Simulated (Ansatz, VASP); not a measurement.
# Two plane-wave programs on C

Contents of INCAR:

```
SYSTEM = C
ALGO = Normal
EDIFF = 1E-6
ENCUT = 520
GGA = PE
ISIF = 2
ISMEAR = 0
LASPH = .True.
LCHARG = .True.
LELF = .True.
LREAL = .False.
LVHAR = .True.
LWAVE = .False.
NBANDS = 11
NELM = 80
PREC = Accurate
SIGMA = 0.02
```

The input KPOINTS:

```
k-points
0
Gamma
  10 10 10
  0 0 0
```

The input POSCAR:

```
C
1.0
    0.0000000000      1.7774254333      1.7953188443
    1.7774254333      0.0000000000      1.7953188443
    1.7774254333      1.7774254333      0.0000000000
C
2
Direct
    0.0000000000      0.0000000000      0.0000000000
    0.2500000000      0.2500000000      0.2500000000
```

Input for Ansatz:

```yaml
crystal:
  lattice:
    - [0.0, 1.7774254333333332, 1.795318844308229]
    - [1.7774254333333332, 0.0, 1.795318844308229]
    - [1.7774254333333332, 1.7774254333333332, 0.0]
  atoms:
    - { symbol: C, position: [0.0, 0.0, 0.0] }
    - { symbol: C, position: [0.25, 0.25, 0.25] }
basis:
  ecutwfc: 571.4391111657479
kpoints:
  mp_grid:
    grid: [10, 10, 10]
hamiltonian:
  pseudopotentials:
    kind: paw
scf:
  occupations:
    method: gaussian
    width: 0.02
output:
  stress: true
```

Alike in both runs: task single point; functional PBE; k mesh 10 × 10 × 10; occupations gaussian, width 0.02 eV; no spin polarisation.

|  | VASP | Ansatz |
| --- | --- | --- |
| version | VASP 6.6.1 | Ansatz 0.2.0 |
| potentials or method | VASP PAW PBE potentials, release 64 (C), cutoff 520 eV | plane waves, PAW |
| valence electrons in the cell | 8 | 8 |

```tsv
	VASP	Ansatz	Ansatz less VASP
pressure (GPa)	2.5	1.8	-0.67
traceless stress, the component that is largest in VASP (GPa)	-6.27	-6.28	-0.005
```
